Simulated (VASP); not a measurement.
A run of VASP 6.6.1 is set up as follows.

INCAR

```
SYSTEM = Ta4O
PREC     = Accurate       ! precision mode
ENCUT    = 520            ! plane-wave cutoff, eV
EDIFF    = 1E-7           ! SCF threshold, eV
ISMEAR   = 0              ! smearing method
SIGMA    = 0.15           ! smearing width, eV
LREAL    = .False.        ! projectors in reciprocal space
LASPH    = .True.         ! aspherical terms in the spheres
NELM     = 60             ! most SCF steps
ALGO     = Normal         ! electronic algorithm
ISIF     = 2              ! what is computed and relaxed
LWAVE    = .False.        ! write WAVECAR
LCHARG   = .False.        ! write CHGCAR
GGA      = PE             ! functional
NBANDS   = 33             ! bands
```

The input KPOINTS:

```
regular mesh
0
Gamma
  14 14 8
  0 0 0
```

Contents of POSCAR:

```
Ta4O
1.0
    3.2547070451      0.0000000000      0.0000000000
    0.0000000000      3.2547070451      0.0000000000
    0.0000000000      0.0000000000      7.7651559935
Ta O
4 1
Direct
    0.0000000000      0.0000000000      0.5000000000
    0.5000000000      0.5000000000      0.7829127297
    0.5000000000      0.5000000000      0.2170872703
    0.0000000000      0.0000000000      0.0000000000
    0.5000000000      0.5000000000      0.5000000000
```

Potentials or basis: VASP PAW PBE potentials, release 64 (Ta_pv, O).

The run is started by

```console
$ cat potpaw_PBE.64/Ta_pv/POTCAR potpaw_PBE.64/O/POTCAR > POTCAR
$ mpirun -np 1 vasp_std > vasp.out
```

Estimate the largest force.

0.317 eV/Å.

Predict the pressure.

-9.9 GPa.

Stress tensor (GPa, compression positive):
```
 -7.28   0.00   0.00
  0.00  -7.28   0.00
  0.00   0.00 -15.22
```

Caveat: the cell differs from its parent crystal (strain +0.0500 x Voigt [0, 0, 1, 0, 0, 0]); the stress differs along the axes, from -15 to -7 GPa.
